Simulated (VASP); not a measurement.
# Sb: relaxation of cell and atoms with PBEsol

Crystal: Sb.

```xyz
4
Lattice="-4.0300 4.0300 2.0255 4.0300 -4.0300 2.0255 4.0300 4.0300 -2.0255" Properties=species:S:1:pos:R:3 pbc="T T T"
Sb    1.2192    5.2492    0.0000
Sb    2.8108    1.2192    0.0000
Sb    2.8108   -1.2192    2.0255
Sb    1.2192    2.8108    2.0255
```

```yaml
Program: VASP 6.6.1
Task: relaxation of cell and atoms
Functional: PBEsol
Potentials_or_basis: VASP PAW PBE potentials, release 64 (Sb)
Cutoff: 600 eV
k_mesh: 7 × 7 × 7
Occupations: fermi-dirac, width 0.05 eV
Spin: no spin polarisation
Target_pressure: 2 GPa
Dipole_correction: no
Further_INCAR_settings: ALGO = Normal; EDIFF = 1e-06; IBRION = 2; EDIFFG = -0.01; NSW = 60; ISIF = 3
```

The relaxed volume is 31.13 Å³/atom, the relaxed cell is a = 5.900 Å, b = 5.900 Å, c = 5.900 Å, α = 96.79°, β = 96.79°, γ = 139.76° and the space group after relaxing (to 0.05 Å) is I4/mcm (No. 140). The energy change on relaxing (the enthalpy is what falls) is +5.9 meV/atom. The ionic steps are 10 and the pressure after relaxing is 2.0 GPa. The band gap on the k mesh is zero (band 10 reaches 7.07 eV, above the bottom of band 11 at 5.43 eV).

The path:
```tsv
step	energy change (eV)	largest force (eV/Å)	pressure (GPa)	volume (Å³)
1	0.0000	0.0524	-0.68	131.58
2	0.0996	0.1082	4.20	121.37
3	0.0227	0.0365	2.01	125.40
4	0.0212	0.0276	2.01	125.09
5	0.0251	0.0128	2.03	124.43
6	0.0243	0.0135	2.03	124.49
7	0.0246	0.0133	2.03	124.47
8	0.0229	0.0044	1.96	124.60
9	0.0232	0.0059	1.96	124.58
10	0.0237	0.0006	1.99	124.54
```

Final structure:
```
Sb
1.0
    -3.91706    3.91706    2.02919
     3.91706   -3.91706    2.02919
     3.91706    3.91706   -2.02919
Sb
4
Direct
  0.65167 0.15167 0.80334
  0.15167 0.34833 0.50000
  0.34833 0.84833 0.19666
  0.84833 0.65167 0.50000
```

Levels at points of the mesh, in eV from the Fermi level:
```tsv
k point	band 7	band 8	band 9	band 10	band 11	band 12	band 13	band 14
(0.00, 0.00, 0.00)	-1.27	-1.18	-1.18	-1.13	-1.13	-0.61	2.55	2.55
```

Run time: 10 min on 1 thread of Intel Xeon 6975P-C, with other jobs on the host, peak memory 0.37 GiB.

Caveat: the cell is relaxed towards a set pressure, so the enthalpy falls and the energy may rise; the PAW data sets were made with another functional, which shifts forces and pressure a little; spin-orbit coupling is left out, which moves the levels of the heavy elements.
